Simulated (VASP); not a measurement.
# ScRu3 (Cmmm) in VASP: notebook, part 2 of 2

VASP 6.6.1.

## Step 4: Single point, PBE, collinear spin, ferromagnetic start

This run uses another cell than the first one, of 20.91 Å³/atom.

Input file INCAR:

```
SYSTEM = ScRu3
PREC = Accurate
ENCUT = 520
EDIFF = 1E-7
ISMEAR = 0
SIGMA = 0.1
LREAL = .FALSE.
LASPH = .TRUE.
NELM = 150
ALGO = Normal
ISIF = 2
LWAVE = .FALSE.
LCHARG = .TRUE.
ISPIN = 2
MAGMOM = 1 1 1 1
LORBIT = 11
LMAXMIX = 4
GGA = PE
LELF = .TRUE.
LVHAR = .TRUE.
NBANDS = 38
```

Input file KPOINTS:

```
regular mesh
0
G
  4 4 4
  0 0 0
```

Input file POSCAR:

```
ScRu3
1.0
    2.2922438246     -3.7315032590      0.0000000000
    2.2922438246      3.7315032590      0.0000000000
    0.0000000000      0.0000000000      4.8896350961
Sc Ru
1 3
Direct
    0.0000000000      0.0000000000      0.0000000000
    0.3399496179      0.6600503821      0.5000000000
    0.6600503821      0.3399496179      0.5000000000
    0.0000000000      0.0000000000      0.5000000000
```

Run with:

```
$ cat potpaw_PBE.64/Sc_sv/POTCAR potpaw_PBE.64/Ru_pv/POTCAR > POTCAR
$ mpirun -np 1 vasp_std > vasp.out
```

Wall time 2.6 min (1 thread of Intel Xeon Platinum 8259CL at 2.50GHz (Skylake/Cascade Lake), shared host); peak memory 0.29 GiB.

The run converged. Its results:

* Free energy: -31.1182 eV
* Pressure: 0.5 GPa
* Largest force: 0.043 eV/Å
* Net moment: 1.18 μB per cell
* Site moments: Sc -0.02; Ru +0.45, +0.23 (each value once) μB
* Valence electrons inside the program's atomic spheres: Sc 9.37; Ru 12.59, 12.89 (each value once)

Forces on the atoms (eV/Å):
```
Sc   0.000  0.000  0.000
Ru   0.000  0.043  0.000
Ru   0.000 -0.043  0.000
Ru   0.000  0.000  0.000
```

Stress tensor (GPa, compression positive):
```
-1.03  0.00  0.00
 0.00  1.74  0.00
 0.00  0.00  0.68
```

Levels at points of the mesh, in eV from the Fermi level:
Spin up:
```csv
k point,band 24,band 25,band 26,band 27,band 28,band 29,band 30,band 31
"(0.00, 0.00, 0.00)",-1.97,-1.95,-1.30,-0.28,0.55,0.97,1.21,1.60
"(0.50, 0.00, 0.00)",-1.27,-0.67,-0.29,0.09,1.16,1.24,2.16,2.24
"(0.50, 0.50, 0.00)",-1.58,-0.28,-0.08,0.25,0.94,1.30,2.00,2.25
"(0.00, 0.00, 0.50)",-2.11,-1.88,-1.29,-0.38,-0.06,0.70,1.07,1.41
"(0.50, 0.00, 0.50)",-0.37,-0.20,-0.15,-0.06,0.80,0.86,1.00,1.46
"(0.50, 0.50, 0.50)",-0.48,-0.16,0.01,0.33,0.55,0.73,1.04,1.26
```
Spin down:
```
           k point  band 21  band 22  band 23  band 24  band 25  band 26  band 27  band 28  band 29  band 30
(0.00, 0.00, 0.00)    -2.51    -2.08    -1.78    -1.74    -1.73    -1.11     0.04     1.02     1.26     1.29
(0.50, 0.00, 0.00)    -3.03    -2.17    -1.96    -1.07    -0.43     0.18     0.45     1.38     1.39     2.17
(0.50, 0.50, 0.00)    -2.94    -2.67    -1.63    -1.39     0.07     0.47     0.54     1.14     1.58     2.06
(0.00, 0.00, 0.50)    -2.39    -2.17    -2.00    -1.90    -1.69    -1.10    -0.19     0.27     1.15     1.38
(0.50, 0.00, 0.50)    -2.80    -1.30    -1.13    -0.11     0.09     0.27     0.29     0.84     0.87     1.19
(0.50, 0.50, 0.50)    -2.91    -1.12    -1.04    -0.22     0.35     0.36     0.57     0.62     0.73     1.30
```

Caveat: the k points lie up to 0.40 Å⁻¹ apart.

## Step 5: Single point, PBE

This run uses another cell than the first one, of 20.91 Å³/atom.

Input file INCAR:

```
SYSTEM = ScRu3
PREC = Accurate
ENCUT = 500
EDIFF = 1E-6
ISMEAR = 0
SIGMA = 0.1
LREAL = .FALSE.
LASPH = .TRUE.
NELM = 120
ALGO = Normal
ISIF = 2
LWAVE = .FALSE.
LCHARG = .FALSE.
GGA = PE
NBANDS = 34
GGA_COMPAT = .FALSE.
```

Input file KPOINTS:

```
Automatic mesh
0
G
  4 4 4
  0 0 0
```

Input file POSCAR:

```
ScRu3
1.0
    2.2922439235     -3.7315032680      0.0000000000
    2.2922439235      3.7315032680      0.0000000000
    0.0000000000      0.0000000000      4.8896352925
Sc Ru
1 3
Direct
    0.0000000000      0.0000000000      0.0000000000
    0.3399496144      0.6600503856      0.5000000000
    0.6600503856      0.3399496144      0.5000000000
    0.0000000000      0.0000000000      0.5000000000
```

Potentials or basis: VASP PAW PBE potentials, release 64 (Sc_sv, Ru_pv).

Run with:

```
$ cat potpaw_PBE.64/Sc_sv/POTCAR potpaw_PBE.64/Ru_pv/POTCAR > POTCAR
$ mpirun -np 1 vasp_std > vasp.out
```

OUTCAR:

```text
SYSTEM = ScRu3
   PREC = Accurate
   ENCUT = 500
   EDIFF = 1E-6
   ISMEAR = 0
   LREAL = .FALSE.
   LASPH = .TRUE.
   NELM = 120
   ISIF = 2
   GGA = PE

 ion  position               nearest neighbor table
   1  0.000  0.000  0.000-   4 2.44   4 2.44
   2  0.340  0.660  0.500-   3 2.39   4 2.54   4 2.58   4 2.58   3 2.66   3 2.66
   3  0.660  0.340  0.500-   2 2.39   4 2.54   4 2.58   4 2.58   2 2.66   2 2.66
   4  0.000  0.000  0.500-   1 2.44   1 2.44   3 2.54   2 2.54   3 2.58   2 2.58   3 2.58   2 2.58

  LATTYP: Found a base centered orthorhombic cell.
[... 972 lines left out ...]
  --------------------------------------------------------------------------------------
  -------------------------------------------------------------------------------------
  Total       -0.0860673      0.1245051      0.2040332      0.0000000      0.0000000      0.0000000
  in kB       -1.6485328      2.3847699      3.9080520      0.0000000      0.0000000      0.0000000
  external PRESSURE =       1.5480963 kB  Pullay stress =       0.0000000 kB

 VOLUME and BASIS-vectors are now :
 -----------------------------------------------------------------------------
  energy-cutoff  :      500.00
  volume of cell :       83.65
      direct lattice vectors                 reciprocal lattice vectors
     2.292243924 -3.731503268  0.000000000     0.218126873 -0.133994255  0.000000000
     2.292243924  3.731503268  0.000000000     0.218126873  0.133994255  0.000000000
     0.000000000  0.000000000  4.889635293     0.000000000  0.000000000  0.204514231

 POSITION                                       TOTAL-FORCE (eV/Angst)
 -----------------------------------------------------------------------------------
      0.00000      0.00000      0.00000        -0.000000      0.000000      0.000000
      2.29224      1.19446      2.44482         0.000000      0.048965      0.000000
      2.29224     -1.19446      2.44482         0.000000     -0.048965      0.000000
      0.00000      0.00000      2.44482         0.000000      0.000000      0.000000
 -----------------------------------------------------------------------------------
    total drift:                               -0.000000     -0.000000      0.000000

  FREE ENERGIE OF THE ION-ELECTRON SYSTEM (eV)
  ---------------------------------------------------
  free  energy   TOTEN  =       -31.1056328210 eV

  energy  without entropy=      -31.0560774168  energy(sigma->0) =      -31.08085512
```

OSZICAR:

```text
N       E                     dE             d eps       ncg     rms          rms(c)
DAV:   1     0.676958185868E+03    0.67696E+03   -0.28275E+04  1452   0.159E+03
DAV:   2     0.724674990396E+01   -0.66971E+03   -0.65883E+03  1428   0.546E+02
DAV:   3    -0.321894294757E+02   -0.39436E+02   -0.37114E+02  2072   0.126E+02
DAV:   4    -0.342272178155E+02   -0.20378E+01   -0.19879E+01  2062   0.309E+01
DAV:   5    -0.342689959027E+02   -0.41778E-01   -0.41435E-01  2014   0.343E+00    0.184E+01
DAV:   6    -0.333741560237E+02    0.89484E+00   -0.20234E+01  2280   0.350E+01    0.158E+01
DAV:   7    -0.317342924851E+02    0.16399E+01   -0.19495E+01  1790   0.222E+01    0.714E+00
DAV:   8    -0.311382162962E+02    0.59608E+00   -0.18803E+00  1694   0.102E+01    0.169E+00
DAV:   9    -0.311162718038E+02    0.21944E-01   -0.27023E-01  2280   0.300E+00    0.103E+00
DAV:  10    -0.311143482585E+02    0.19235E-02   -0.12634E-01  2306   0.278E+00    0.680E-01
DAV:  11    -0.311063457253E+02    0.80025E-02   -0.60625E-02  2166   0.201E+00    0.308E-01
DAV:  12    -0.311056559877E+02    0.68974E-03   -0.61296E-03  2220   0.729E-01    0.998E-02
DAV:  13    -0.311056402246E+02    0.15763E-04   -0.55432E-04  2196   0.216E-01    0.414E-02
DAV:  14    -0.311056327638E+02    0.74608E-05   -0.78128E-05  2186   0.721E-02    0.929E-03
DAV:  15    -0.311056328210E+02   -0.57252E-07   -0.44046E-06  1480   0.151E-02
   1 F= -.31105633E+02 E0= -.31080855E+02  d E =-.495554E-01
```

stdout:

```text
POSCAR found type information on POSCAR ScRu
 POSCAR found :  2 types and       4 ions
 scaLAPACK will be used
 LDA part: xc-table for (Slater+PW92), standard interpolation
 POSCAR, INCAR and KPOINTS ok, starting setup
 FFT: planning ... GRIDC
 FFT: planning ... GRID_SOFT
 FFT: planning ... GRID
 WAVECAR not read
 entering main loop
```

Run time: 1.8 min. Hardware: 1 thread of Intel Xeon 8259CL, shared host; peak memory 0.21 GiB.

Results:

* Free energy: -31.1056 eV
* Pressure: 0.2 GPa
* Largest force: 0.049 eV/Å
* Band gap on the k mesh: zero (an odd number of electrons rules out a gap without spin polarisation)

Forces in eV/Å, atoms in the order of the input:
```
Sc   0.000  0.000  0.000
Ru   0.000  0.049  0.000
Ru   0.000 -0.049  0.000
Ru   0.000  0.000  0.000
```

Stress tensor (GPa, compression positive):
```
-0.16  0.00  0.00
 0.00  0.24  0.00
 0.00  0.00  0.39
```

Caveat: the k points lie up to 0.40 Å⁻¹ apart, too coarse for converged energies and pressures of a metal.

## Step 6: Single point, PBE, collinear spin, ferromagnetic start

This run uses another cell than the first one, of 20.91 Å³/atom.

Input file INCAR:

```
SYSTEM = ScRu3
PREC = Accurate
ENCUT = 500
EDIFF = 1E-6
ISMEAR = 0
SIGMA = 0.1
LREAL = .FALSE.
LASPH = .TRUE.
NELM = 200
ALGO = Normal
ISIF = 2
LWAVE = .FALSE.
LCHARG = .TRUE.
ISPIN = 2
MAGMOM = 1 1 1 1
LORBIT = 11
LMAXMIX = 4
GGA = PE
LELF = .TRUE.
LVHAR = .TRUE.
NBANDS = 38
GGA_COMPAT = .FALSE.
```

Input file KPOINTS:

```
regular mesh
0
G
  4 4 4
  0 0 0
```

POSCAR is that of step 5.

Potentials or basis: VASP PAW PBE potentials, release 64 (Sc_sv, Ru_pv).

Run with:

```
$ cat potpaw_PBE.64/Sc_sv/POTCAR potpaw_PBE.64/Ru_pv/POTCAR > POTCAR
$ mpirun -np 1 vasp_std > vasp.out
```

Run time: 2.9 min. Hardware: 1 thread of Intel Xeon 8259CL, shared host; peak memory 0.26 GiB.

Results (log left out):

```yaml
Free_energy: -31.1182 eV
Pressure: 0.5 GPa
Largest_force: 0.043 eV/Å
Net_moment: 1.17 μB per cell
Site_moments: Sc -0.02; Ru +0.45, +0.23 (each value once) μB
Valence_electrons_inside_the_program's_atomic_spheres: Sc 9.37; Ru 12.59, 12.89 (each value once)
```

Forces in eV/Å, atoms in the order of the input:
```
Sc   0.000  0.000  0.000
Ru   0.000  0.043  0.000
Ru   0.000 -0.043  0.000
Ru   0.000  0.000  0.000
```

Stress tensor (GPa, compression positive):
```
-1.03  0.00  0.00
 0.00  1.75  0.00
 0.00  0.00  0.69
```

Levels at points of the mesh, in eV from the Fermi level:
Spin up:
```csv
k point,band 24,band 25,band 26,band 27,band 28,band 29,band 30,band 31
"(0.00, 0.00, 0.00)",-1.97,-1.95,-1.30,-0.28,0.55,0.97,1.21,1.60
"(0.50, 0.00, 0.00)",-1.27,-0.67,-0.29,0.09,1.16,1.24,2.16,2.24
"(0.50, 0.50, 0.00)",-1.58,-0.28,-0.08,0.25,0.94,1.30,2.00,2.25
"(0.00, 0.00, 0.50)",-2.11,-1.88,-1.29,-0.38,-0.06,0.70,1.07,1.41
"(0.50, 0.00, 0.50)",-0.37,-0.20,-0.15,-0.06,0.80,0.86,1.00,1.46
"(0.50, 0.50, 0.50)",-0.48,-0.16,0.01,0.33,0.55,0.73,1.04,1.26
```
Spin down:
```tsv
k point	band 21	band 22	band 23	band 24	band 25	band 26	band 27	band 28	band 29	band 30
(0.00, 0.00, 0.00)	-2.51	-2.08	-1.78	-1.74	-1.73	-1.11	0.04	1.02	1.26	1.29
(0.50, 0.00, 0.00)	-3.03	-2.17	-1.96	-1.07	-0.43	0.18	0.45	1.38	1.39	2.17
(0.50, 0.50, 0.00)	-2.94	-2.67	-1.63	-1.39	0.07	0.47	0.54	1.14	1.58	2.06
(0.00, 0.00, 0.50)	-2.39	-2.17	-2.00	-1.90	-1.69	-1.10	-0.19	0.27	1.15	1.38
(0.50, 0.00, 0.50)	-2.80	-1.30	-1.13	-0.11	0.09	0.27	0.29	0.84	0.87	1.19
(0.50, 0.50, 0.50)	-2.91	-1.12	-1.04	-0.22	0.35	0.36	0.57	0.62	0.73	1.30
```

Caveat: the k points lie up to 0.40 Å⁻¹ apart.

## Step 7: The runs side by side

```csv
spin,cell,cutoff (eV),gap on the mesh (eV),pressure (GPa),moment (μB),largest force (eV/Å)
off,"a = 4.080, b = 4.080, c = 4.139 Å, angles 90.0, 90.0, 91.9°, 4 atoms, atomic positions A",520,none,161.7,-,52.54
off,"a = 4.379, b = 4.379, c = 4.890 Å, angles 90.0, 90.0, 116.9°, 4 atoms, atomic positions B",520,none,0.2,-,0.05
"collinear, ferromagnetic start","a = 4.379, b = 4.379, c = 4.890 Å, angles 90.0, 90.0, 116.9°, 4 atoms, atomic positions B",520,none,0.5,1.18,0.04
off,"a = 4.379, b = 4.379, c = 4.890 Å, angles 90.0, 90.0, 116.9°, 4 atoms, atomic positions B",500,none,0.2,-,0.05
"collinear, ferromagnetic start","a = 4.379, b = 4.379, c = 4.890 Å, angles 90.0, 90.0, 116.9°, 4 atoms, atomic positions B",500,none,0.5,1.17,0.04
```

Alike in all rows: task single point; level PBE; potentials or basis VASP PAW PBE potentials, release 64 (Sc_sv, Ru_pv); k mesh 4 × 4 × 4; smearing gaussian 0.1 eV.

Caveats: all runs use coarse meshes; atoms lie so close that the PAW spheres overlap strongly, which falsifies energies and pressures (at least some runs); forces of over 1 eV/Å act on the atoms, so gaps and moduli don't describe the material at rest (at least some runs).

Absolute energies hang on the potentials; compare differences alone.
